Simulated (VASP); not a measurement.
**Au: relaxation of cell and atoms with PBEsol**

Crystal: Au.

```xyz
1
Lattice="2.6500 0.0000 0.0000 0.0000 2.6500 0.0000 0.0000 0.0000 2.6500" Properties=species:S:1:pos:R:3 pbc="T T T"
Au    0.0000    0.0000    0.0000
```

```
Program                : VASP 6.6.1
Task                   : relaxation of cell and atoms
Functional             : PBEsol
Potentials or basis    : VASP PAW PBE potentials, release 64 (Au)
Cutoff                 : 500 eV
k mesh                 : 8 × 8 × 8
Occupations            : gaussian, width 0.1 eV
Spin                   : no spin polarisation
Dipole correction      : no
Further INCAR settings : ALGO = Normal; EDIFF = 1e-07; IBRION = 2; EDIFFG = -0.01; NSW = 80; ISIF = 3
```

* Relaxed volume: 19.66 Å³/atom
* Relaxed cell: a = 2.699 Å, b = 2.699 Å, c = 2.699 Å, α = 90.00°, β = 90.00°, γ = 90.00°
* Space group after relaxing (to 0.05 Å): Pm-3m (No. 221)
* Energy gained by relaxing: 23.2 meV/atom
* Ionic steps: 3
* Pressure after relaxing: -0.1 GPa

The path:
| step | energy change (eV) | largest force (eV/Å) | pressure (GPa) | volume (Å³) |
| --- | --- | --- | --- | --- |
| 1 | 0.0000 | 0.0000 | 7.30 | 18.61 |
| 2 | 0.0089 | 0.0000 | -7.20 | 20.99 |
| 3 | -0.0232 | 0.0000 | -0.06 | 19.66 |

Final structure:
```xyz
1
Lattice="2.6991 0.0000 0.0000 0.0000 2.6991 0.0000 0.0000 0.0000 2.6991" Properties=species:S:1:pos:R:3 pbc="T T T"
Au    0.0000    0.0000    0.0000
```

Levels at points of the mesh, in eV from the Fermi level:
| k point | band 2 | band 3 | band 4 | band 5 | band 6 | band 7 | band 8 | band 9 |
| --- | --- | --- | --- | --- | --- | --- | --- | --- |
| (0.00, 0.00, 0.00) | -6.02 | -6.02 | -1.43 | -1.43 | -1.43 | 14.05 | 14.05 | 14.05 |
| (0.50, 0.00, 0.00) | -5.58 | -3.01 | -3.01 | -1.28 | -0.79 | 2.25 | 16.31 | 18.62 |
| (0.50, 0.50, 0.00) | -5.21 | -2.72 | -2.72 | -0.19 | 3.72 | 3.72 | 6.84 | 11.64 |
| (0.50, 0.50, 0.50) | -5.24 | -5.24 | -0.09 | -0.09 | 8.57 | 8.57 | 8.57 | 9.91 |

Wall time 26 s on 1 thread of Intel Xeon 8259CL (shared host), peak memory 0.13 GiB.

Caveat: the PAW data sets were made with another functional, which shifts forces and pressure a little; spin-orbit coupling is left out, which moves the levels of the heavy elements.
